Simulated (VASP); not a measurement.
# Si (P6_3/mmc) in VASP: further runs

Si is run at these levels: LDA; tasks: single point.

Everything below comes from runs of VASP 6.6.1. Logs are shortened: lines on timing, memory, paths and dates and some standing lists are left out, and cuts for length are marked.

### Step 1. The cell of the first run

It takes space group P6_3/mmc (No. 194, hexagonal). Conventional cell: a = 2.651 Å, b = 2.651 Å, c = 4.678 Å, α = 90.00°, β = 90.00°, γ = 120.00°. Si (site symmetry -6m2) has 12 Si at 2.65 to 2.80 Å within 3.5 Å.

This isn't the form of Si at room conditions, which is diamond.

### Step 2. Single point, LDA (strain +0.000 along x and y, +0.030 along z)

Contents of INCAR:

```
SYSTEM = Si
PREC = Accurate
ENCUT = 520
EDIFF = 1E-6
ISMEAR = 0
SIGMA = 0.15
LREAL = .False.
LASPH = .True.
NELM = 100
ALGO = Normal
ISIF = 2
LWAVE = .False.
LCHARG = .True.
LELF = .True.
LVHAR = .True.
NBANDS = 11
```

Contents of KPOINTS:

```
Automatic mesh
0
Gamma
  24 24 14
  0 0 0
```

Contents of POSCAR:

```
Si
1.0
    2.6510666862      0.0000000000      0.0000000000
   -1.3255333431      2.2958910974      0.0000000000
    0.0000000000      0.0000000000      4.6779946859
Si
2
Direct
    0.3333333333      0.6666666667      0.2500000000
    0.6666666667      0.3333333333      0.7500000000
```

Potentials or basis: VASP PAW LDA potentials, release 64 (Si).

Launch:

```
$ cat potpaw_LDA.64/Si/POTCAR > POTCAR
$ mpirun -np 1 vasp_std > vasp.out
```

OUTCAR:

```text
SYSTEM = Si
   PREC = Accurate
   ENCUT = 520
   EDIFF = 1E-6
   ISMEAR = 0
   LREAL = .False.
   LASPH = .True.
   NELM = 100
   ISIF = 2

 ion  position               nearest neighbor table
   1  0.333  0.667  0.250-   2 2.80   2 2.80   2 2.80   2 2.80   2 2.80   2 2.80
   2  0.667  0.333  0.750-   1 2.80   1 2.80   1 2.80   1 2.80   1 2.80   1 2.80

  LATTYP: Found a hexagonal cell.
 ALAT       =     2.6510666862
 C/A-ratio  =     1.7645707331

  Lattice vectors:

 A1 = (   2.6510666862,   0.0000000000,   0.0000000000)
 A2 = (  -1.3255333431,   2.2958910974,   0.0000000000)
 A3 = (   0.0000000000,   0.0000000000,   4.6779946859)

Analysis of symmetry for initial positions (statically):
=====================================================================
 Subroutine PRICEL returns:
 Original cell was already a primitive cell.

 Routine SETGRP: Setting up the symmetry group for a
 hexagonal supercell.

 Subroutine GETGRP returns: Found 24 space group operations
 (whereof 12 operations were pure point group operations)
 out of a pool of 24 trial point group operations.

The static configuration has the point symmetry D_3d.
 The point group associated with its full space group is D_6h.

Analysis of symmetry for dynamics (positions and initial velocities):
=====================================================================
 Subroutine PRICEL returns:
 Original cell was already a primitive cell.

 Routine SETGRP: Setting up the symmetry group for a
 hexagonal supercell.

 Subroutine GETGRP returns: Found 24 space group operations
 (whereof 12 operations were pure point group operations)
 out of a pool of 24 trial point group operations.

The dynamic configuration has the point symmetry D_3d.
 The point group associated with its full space group is D_6h.

 Subroutine INISYM returns: Found 24 space group operations
 (whereof 12 operations are pure point group operations),
 and found     1 'primitive' translations

----------------------------------------------------------------------------------------

                                     Primitive cell

  volume of cell :      28.4729

  direct lattice vectors                    reciprocal lattice vectors
     2.651066686  0.000000000  0.000000000     0.377206656  0.217780364  0.000000000
    -1.325533343  2.295891097  0.000000000     0.000000000  0.435560729  0.000000000
     0.000000000  0.000000000  4.677994686     0.000000000  0.000000000  0.213766810

  length of vectors
     2.651066686  2.651066686  4.677994686     0.435560729  0.435560729  0.213766810

  position of ions in fractional coordinates (direct lattice)
     0.333333333  0.666666667  0.250000000
     0.666666667  0.333333333  0.750000000

  ion indices of the primitive-cell ions
   primitive index   ion index
                 1           1
                 2           2

----------------------------------------------------------------------------------------

 KPOINTS: Automatic mesh

Automatic generation of k-mesh.
 Grid dimensions read from file:
 generate k-points for:   24   24   14

 Generating k-lattice:

  Cartesian coordinates                     Fractional coordinates (reciprocal lattice)
     0.015716944  0.009074182  0.000000000     0.041666667 -0.000000000  0.000000000
     0.000000000  0.018148364  0.000000000     0.000000000  0.041666667  0.000000000
     0.000000000  0.000000000  0.015269058     0.000000000  0.000000000  0.071428571

  Length of vectors
     0.018148364  0.018148364  0.015269058

  Shift w.r.t. Gamma in fractional coordinates (k-lattice)
     0.000000000  0.000000000  0.000000000

 Subroutine IBZKPT returns following result:
 ===========================================

 Found    488 irreducible k-points:

 Following reciprocal coordinates:
            Coordinates               Weight
  0.000000  0.000000  0.000000      1.000000
  0.041667  0.000000  0.000000      6.000000
  0.083333  0.000000  0.000000      6.000000
  0.125000  0.000000  0.000000      6.000000
  0.166667  0.000000  0.000000      6.000000
  0.208333  0.000000  0.000000      6.000000
[... 16 lines left out ...]
  0.416667  0.041667  0.000000     12.000000
  0.458333  0.041667  0.000000     12.000000
 [... further k-points ...]
   k-points           NKPTS =    488   k-points in BZ     NKDIM =    488   number of bands    NBANDS=     11
   number of dos      NEDOS =    301   number of ions     NIONS =      2
   total plane-waves  NPLWV =  14400
   dimension x,y,z NGX =    20 NGY =   20 NGZ =   36
   dimension x,y,z NGXF=    40 NGYF=   40 NGZF=   72
   ions per type =               2
   NGX,Y,Z   is equivalent  to a cutoff of  12.54, 12.54, 12.79 a.u.
   NGXF,Y,Z  is equivalent  to a cutoff of  25.08, 25.08, 25.59 a.u.
 SYSTEM =  Si
   PREC   = accura    normal or accurate (medium, high low for compatibility)
   ISTART =      0    job   : 0-new  1-cont  2-samecut
   ICHARG =      2    charge: 1-file 2-atom 10-const
   ISPIN  =      1    spin polarized calculation?
   LNONCOLLINEAR =      F non collinear calculations
   LSORBIT =      F    spin-orbit coupling
   LASPH  =      T    aspherical Exc in radial PAW
   ENCUT  =  520.0 eV  38.22 Ry    6.18 a.u.   4.93  4.93  8.70*2*pi/ulx,y,z
   NELM   =    100;   NELMIN=  2; NELMDL= -5     # of ELM steps
   EDIFF  = 0.1E-05   stopping-criterion for ELM
   LREAL  =      F    real-space projection
   EDIFFG = 0.1E-04   stopping-criterion for IOM
   NSW    =      0    number of steps for IOM
   IBRION =     -1    ionic relax: 0-MD 1-quasi-New 2-CG
   NFREE  =      0    steps in history (QN), initial steepest desc. (CG)
   ISIF   =      2    stress and relaxation
   ISYM   =      2    0-nonsym 1-usesym 2-fastsym
   POTIM  = 0.5000    time-step for ionic-motion
   TEBEG  =    0.0;   TEEND  =   0.0 temperature during run
   PSTRESS=    0.0 pullay stress
   NELECT =       8.0000    total number of electrons
   NUPDOWN=      -1.0000    fix difference up-down
   EMIN   =  10.00;   EMAX   =-10.00  energy-range for DOS
   EFERMI =   0.00;   METHOD = LEGACY
   ISMEAR =     0;   SIGMA  =   0.15  broadening in eV -4-tet -1-fermi 0-gaus
   EFERMI_NEDOS =   21; number of points for ismear=-14 and -15
   IALGO  =     38    algorithm
   IMIX   =      4    mixing-type and parameters
     AMIX     =   0.40;   BMIX     =  1.00
     AMIX_MAG =   1.60;   BMIX_MAG =  1.00
  volume/ion in A,a.u.               =      14.24        96.07
  Fermi-wavevector in a.u.,A,eV,Ry     =   1.072246  2.026250 15.642763  1.149711
  Thomas-Fermi vector in A             =   2.208010
   LORBIT       =      0    0 simple, 1 ext, 2 COOP (PROOUT), +10 PAW based schemes
   GGA     = CA    functional components
   LHFCALC =     F    Hartree Fock is set to
   AEXX    =    0.0000 exact exchange contribution
   IVDW    =     0    specifies the selected vdW correction
   LEPSILON=     F    determine dielectric tensor
   LRPA    =     F    only Hartree local field effects (RPA)
 non-spin polarized calculation
 Gauss-broadening in eV      SIGMA  =   0.15
  energy-cutoff  :      520.00
  volume of cell :       28.47
 maximum number of plane-waves:       787
 NGX is ok and might be reduce to    20
   NGX =  9   NGY =  9   NGZ = 17

 number of electron       8.0000000 magnetization

 Free energy of the ion-electron system (eV)
  ---------------------------------------------------
  ext. energy  EPLUGINS =         0.00000000
  ---------------------------------------------------
  free energy    TOTEN  =       -11.07479619 eV

  energy without entropy =      -11.06498029  energy(sigma->0) =      -11.06988824

 E-fermi :  10.3345     XC(G=0): -11.3261

 val. band max:       10.3341667469   @ k =   0.2083   0.1250   0.1429
 cond. band min:      10.3427788165   @ k =   0.4583   0.0417   0.1429
 fundamental gap:      0.0086120696
 Fermi energy:        10.3345206484

 k-point     1 :       0.0000    0.0000    0.0000
  band No.  band energies     occupation
      1      -4.2132      2.00000
      2       1.6234      2.00000
      3       3.0404      2.00000
      4      19.5955      0.00000
      5      19.8280      0.00000
      6      19.8280      0.00000
      7      20.4724      0.00000
      8      21.0242      0.00000
      9      21.0242      0.00000
     10      24.2126      0.00000
     11      24.2947      0.00000

 k-point     2 :       0.0417    0.0000    0.0000
  band No.  band energies     occupation
      1      -4.1655      2.00000
      2       1.6705      2.00000
      3       3.0857      2.00000
      4      18.9413      0.00000
      5      19.3372      0.00000
      6      19.6085      0.00000
      7      20.2530      0.00000
      8      21.5014      0.00000
      9      21.5236      0.00000
     10      23.4602      0.00000
     11      23.8155      0.00000

 k-point     3 :       0.0833    0.0000    0.0000
  band No.  band energies     occupation
      1      -4.0222      2.00000
      2       1.8116      2.00000
      3       3.2216      2.00000
      4      17.3729      0.00000
      5      18.5658      0.00000
      6      19.6343      0.00000
      7      19.9175      0.00000
      8      21.8254      0.00000
      9      22.0626      0.00000
     10      22.1381      0.00000
     11      23.5479      0.00000
[... 267 lines left out ...]
 k-point    23 :       0.4167    0.0417    0.0000
  band No.  band energies     occupation
      1       1.0091      2.00000
      2       4.3653      2.00000
      3       6.7466      2.00000
      4       7.9484      2.00000
      5       9.9627      1.99955
      6      11.5250      0.00000
      7      13.8164      0.00000
      8      17.6002      0.00000
      9      18.5073      0.00000
     10      21.0532      0.00000
     11      22.6429      0.00000

 k-point    24 :       0.4583    0.0417    0.0000
  band No.  band energies     occupation
      1       1.9949      2.00000
      2       3.2126      2.00000
      3       7.7000      2.00000
      4       8.7180      2.00000
      5       8.8476      2.00000
      6      10.5867      0.01744
      7      13.7320      0.00000
      8      17.5176      0.00000
      9      18.4317      0.00000
     10      20.9808      0.00000
     11      22.6012      0.00000

 [... further k-points ...]

------------------------ aborting loop because EDIFF is reached ----------------------------------------

  FORCE on cell =-STRESS in cart. coord.  units (eV):
  Direction    XX          YY          ZZ          XY          YZ          ZX
  --------------------------------------------------------------------------------------
  -------------------------------------------------------------------------------------
  Total       -0.2459259     -0.2459259     -0.7669684      0.0000000      0.0000000      0.0000000
  in kB      -13.8383139    -13.8383139    -43.1575116      0.0000000      0.0000000      0.0000000
  external PRESSURE =     -23.6113798 kB  Pullay stress =       0.0000000 kB

 VOLUME and BASIS-vectors are now :
 -----------------------------------------------------------------------------
  energy-cutoff  :      520.00
  volume of cell :       28.47
      direct lattice vectors                 reciprocal lattice vectors
     2.651066686  0.000000000  0.000000000     0.377206656  0.217780364  0.000000000
    -1.325533343  2.295891097  0.000000000     0.000000000  0.435560729  0.000000000
     0.000000000  0.000000000  4.677994686     0.000000000  0.000000000  0.213766810

 POSITION                                       TOTAL-FORCE (eV/Angst)
 -----------------------------------------------------------------------------------
     -0.00000      1.53059      1.16950         0.000000     -0.000000      0.000000
      1.32553      0.76530      3.50850        -0.000000      0.000000      0.000000
 -----------------------------------------------------------------------------------
    total drift:                               -0.000000      0.000000     -0.000000

  FREE ENERGIE OF THE ION-ELECTRON SYSTEM (eV)
  ---------------------------------------------------
  free  energy   TOTEN  =       -11.0747961930 eV

  energy  without entropy=      -11.0649802946  energy(sigma->0) =      -11.06988824
```

It took 96 s on 1 thread of Intel Xeon 8259CL, shared host; peak memory 0.22 GiB.

Results:

```
Free energy            : -11.0748 eV
Pressure               : -2.4 GPa
Band gap on the k mesh : zero (bands 4 and 5 overlap by 12.93 eV)
```

Stress tensor (GPa, compression positive):
```
-1.38  0.00  0.00
 0.00 -1.38  0.00
 0.00  0.00 -4.32
```

Caveat: the cell differs from its parent crystal (strain +0.000 along x and y, +0.030 along z).

### Step 3. Single point, LDA (strain +0.030 along x and y, -0.030 along z)

Contents of INCAR:

```
SYSTEM = Si
PREC     = Accurate       ! precision mode
ENCUT    = 520            ! plane-wave cutoff, eV
EDIFF    = 1E-7           ! SCF threshold, eV
ISMEAR   = 0              ! smearing method
SIGMA    = 0.15           ! smearing width, eV
LREAL    = .FALSE.        ! projectors in reciprocal space
LASPH    = .TRUE.         ! aspherical terms in the spheres
NELM     = 60             ! most SCF steps
ALGO     = Normal         ! electronic algorithm
ISIF     = 2              ! what is computed and relaxed
LWAVE    = .FALSE.        ! write WAVECAR
LCHARG   = .TRUE.         ! write CHGCAR
LELF     = .TRUE.         ! ELF
LVHAR    = .TRUE.       
NBANDS   = 11             ! bands
```

Contents of KPOINTS:

```
Automatic mesh
0
G
  24 24 14
  0 0 0
```

Contents of POSCAR:

```
Si
1.0
    2.7305986868      0.0000000000      0.0000000000
   -1.3652993434      2.3647678303      0.0000000000
    0.0000000000      0.0000000000      4.4054901411
Si
2
Direct
    0.3333333333      0.6666666667      0.2500000000
    0.6666666667      0.3333333333      0.7500000000
```

Potentials or basis: VASP PAW LDA potentials, release 64 (Si).

Launch:

```
$ cat potpaw_LDA.64/Si/POTCAR > POTCAR
$ mpirun -np 1 vasp_std > vasp.out
```

It took 2 min on 1 thread of Intel Xeon 8259CL, shared host; peak memory 0.22 GiB.

The run converged. Its results:

```
Free energy            : -11.0717 eV
Pressure               : -2.5 GPa
Band gap on the k mesh : zero (bands 4 and 5 overlap by 12.10 eV)
```

Stress tensor (GPa, compression positive):
```
-3.23  0.00  0.00
 0.00 -3.23  0.00
 0.00  0.00 -1.04
```

Levels at points of the mesh, in eV from the Fermi level:
| k point | band 1 | band 2 | band 3 | band 4 | band 5 | band 6 | band 7 | band 8 |
| --- | --- | --- | --- | --- | --- | --- | --- | --- |
| (0.00, 0.00, 0.00) | -14.55 | -7.46 | -6.94 | 7.94 | 7.94 | 9.47 | 9.47 | 11.62 |
| (0.50, 0.00, 0.00) | -8.52 | -7.79 | -1.62 | -1.38 | -1.11 | 0.04 | 3.06 | 5.37 |
| (0.00, 0.00, 0.50) | -12.69 | -12.69 | 1.56 | 1.56 | 9.34 | 9.34 | 9.34 | 9.34 |
| (0.50, 0.00, 0.50) | -6.71 | -6.71 | -6.01 | -6.01 | 4.68 | 4.68 | 6.03 | 6.03 |

Caveat: the cell differs from its parent crystal (strain +0.030 along x and y, -0.030 along z).

### Step 4. Single point, LDA (strain +0.015 along x and y, +0.000 along z)

Contents of INCAR:

```
SYSTEM = Si
PREC = Accurate
ENCUT = 520
EDIFF = 1E-6
ISMEAR = 0
SIGMA = 0.15
LREAL = .FALSE.
LASPH = .TRUE.
NELM = 80
ALGO = Normal
ISIF = 2
LWAVE = .FALSE.
LCHARG = .TRUE.
LELF = .TRUE.
LVHAR = .TRUE.
NBANDS = 11
```

KPOINTS is that of step 3.

Contents of POSCAR:

```
Si
1.0
    2.6908326865      0.0000000000      0.0000000000
   -1.3454163433      2.3303294638      0.0000000000
    0.0000000000      0.0000000000      4.5417424135
Si
2
Direct
    0.3333333333      0.6666666667      0.2500000000
    0.6666666667      0.3333333333      0.7500000000
```

Launch:

```
$ cat potpaw_LDA.64/Si/POTCAR > POTCAR
$ mpirun -np 1 vasp_std > vasp.out
```

Run time: 95 s. Hardware: 1 thread of Intel Xeon 8259CL, shared host; peak memory 0.22 GiB.

The run converged. Its results:

```
Free energy            : -11.0799 eV
Pressure               : -2.7 GPa
Band gap on the k mesh : zero (bands 4 and 5 overlap by 12.61 eV)
```

Stress tensor (GPa, compression positive):
```
-3.12  0.00  0.00
 0.00 -3.12  0.00
 0.00  0.00 -1.80
```

Levels at points of the mesh, in eV from the Fermi level:
```tsv
k point	band 2	band 3	band 4	band 5	band 6	band 7
(0.00, 0.00, 0.00)	-8.11	-7.14	8.70	8.70	10.07	10.07
(0.50, 0.00, 0.00)	-7.66	-1.88	-1.58	-1.52	0.02	3.61
(0.00, 0.00, 0.50)	-12.80	0.67	0.67	10.00	10.00	10.00
(0.50, 0.00, 0.50)	-6.58	-5.98	-5.98	5.11	5.11	5.66
```

Caveat: the cell differs from its parent crystal (strain +0.015 along x and y, +0.000 along z).

### Step 5. The runs side by side

| cell | gap on the mesh (eV) | pressure (GPa) |
| --- | --- | --- |
| a = 2.651, b = 2.651, c = 4.678 Å, angles 90.0, 90.0, 120.0°, 2 atoms | none | -2.4 |
| a = 2.731, b = 2.731, c = 4.405 Å, angles 90.0, 90.0, 120.0°, 2 atoms | none | -2.5 |
| a = 2.691, b = 2.691, c = 4.542 Å, angles 90.0, 90.0, 120.0°, 2 atoms | none | -2.7 |

Alike in all rows: task single point; level LDA; potentials or basis VASP PAW LDA potentials, release 64 (Si); no spin polarisation; k mesh 24 × 24 × 14; cutoff (eV) 520; smearing gaussian 0.15 eV.

Absolute energies hang on the potentials; compare differences alone.
